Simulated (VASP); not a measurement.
A run of VASP 6.6.1 is set up as follows.

POSCAR

```
As
1.0
    1.8807968987      1.0858785957      3.5140619945
   -1.8807968987      1.0858785957      3.5140619945
    0.0000000000     -2.1717571915      3.5140619945
As
2
Direct
    0.2260000000      0.2260000000      0.2260000000
    0.7740000000      0.7740000000      0.7740000000
```

The input INCAR.step1:

```
ALGO = Normal
EDIFF = 1E-6
ENCUT = 520
GGA = RP
ISIF = 2
ISMEAR = -4
ISPIN = 2
LASPH = True
LCHARG = True
LREAL = False
LWAVE = False
MAGMOM = 0.5 -0.5
NBANDS = 16
NELM = 150
PREC = Accurate
SIGMA = 0.05
```

KPOINTS.step1

```
k-points
0
Gamma
  9 9 9
```

File INCAR.step2:

```
ALGO = Normal
EDIFF = 1E-6
ENCUT = 520
GGA = RP
ICHARG = 11
ISIF = 2
ISMEAR = -5
ISPIN = 2
LASPH = True
LCHARG = False
LORBIT = 10
LREAL = False
LWAVE = False
MAGMOM = 0.5 -0.5
NEDOS = 1001
NELM = 150
PREC = Accurate
SIGMA = 0.05
```

Contents of KPOINTS.step2:

```
k-points
0
Gamma
  14 14 14
```

Potentials or basis: VASP PAW PBE potentials, release 64 (As).

Command:

```bash
$ cat potpaw_PBE.64/As/POTCAR > POTCAR
$ cp INCAR.step1 INCAR
$ cp KPOINTS.step1 KPOINTS
$ mpirun -np 1 vasp_std > vasp.out
$ cp INCAR.step2 INCAR
$ cp KPOINTS.step2 KPOINTS
$ mpirun -np 1 vasp_std > vasp.out
```

(1) What does it give for the net moment?

## Answers

(1) 0.00 μB per cell.
